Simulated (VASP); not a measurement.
A run of VASP 6.6.1 is set up as follows.

INCAR

```
PREC = Accurate ; ENCUT = 520
EDIFF = 1E-6 ; ISMEAR = -1
SIGMA = 0.05 ; LREAL = F
LASPH = T ; NELM = 60
ALGO = Normal ; ISIF = 2
LWAVE = F ; LCHARG = F
GGA = CA ; NBANDS = 21
```

The input KPOINTS:

```
regular mesh
0
Gamma
  10 10 6
```

The input POSCAR:

```
Ge
1.0
    1.5076348143     -2.6288341784      0.0000000000
    1.5076348143      2.6288341784      0.0000000000
    0.0000000000      0.0000000000      4.7898081321
Ge
2
Direct
    0.3334466300      0.6665533700      0.2500000000
    0.6665533700      0.3334466300      0.7500000000
```

Potentials or basis: VASP PAW LDA potentials, release 64 (Ge_d).

The run is started by

```bash
$ cat potpaw_LDA.64/Ge_d/POTCAR > POTCAR
$ mpirun -np 1 vasp_std > vasp.out
```

(1) What does it give for the band gap on the k mesh?

(2) What does it give for the pressure?

## Answers

(1) zero (band 14 reaches 12.76 eV, above the bottom of band 15 at 4.24 eV).

(2) -4.0 GPa.
